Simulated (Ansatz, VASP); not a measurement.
**Two plane-wave programs on AlPd4**

```
Al Pd
1.0
     3.76585    0.00000    0.00000
     0.00000    3.76585    0.00000
     0.00000    0.00000    3.76585
Al Pd
1 4
Direct
  0.00000 0.00000 0.00000
  0.67003 0.67003 0.67003
  0.32997 0.32997 0.67003
  0.32997 0.67003 0.32997
  0.67003 0.32997 0.32997
```

Alike in both runs: task single point; functional PBE; k mesh 4 × 4 × 4; occupations gaussian, width 0.1 eV; no spin polarisation.

|  | VASP | Ansatz |
| --- | --- | --- |
| version | VASP 6.6.1 | Ansatz 0.2.0 |
| potentials or method | VASP PAW PBE potentials, release 64 (Al, Pd), cutoff 520 eV | scalar-relativistic, plane waves, PAW |
| valence electrons in the cell | 43 | 75 |

|  | VASP | Ansatz | Ansatz less VASP |
| --- | --- | --- | --- |
| gap on the k mesh at the Fermi level (eV) | none | none | - |
| rms of the force components (eV/Å) | 28.090 | 38.972 | +10.8825 |

Atom by atom the forces differ by 10.883 eV/Å (rms over components). A gap of «none» marks a metal or a gap that the smearing closes. With one functional, cell and mesh, what is left measures potentials, basis and numerics. VASP's potentials hold 43 valence electrons a cell and Ansatz's 75, so a difference there can come from the potentials and not from the codes.

The k mesh is coarse, so the values compare programs but aren't converged.
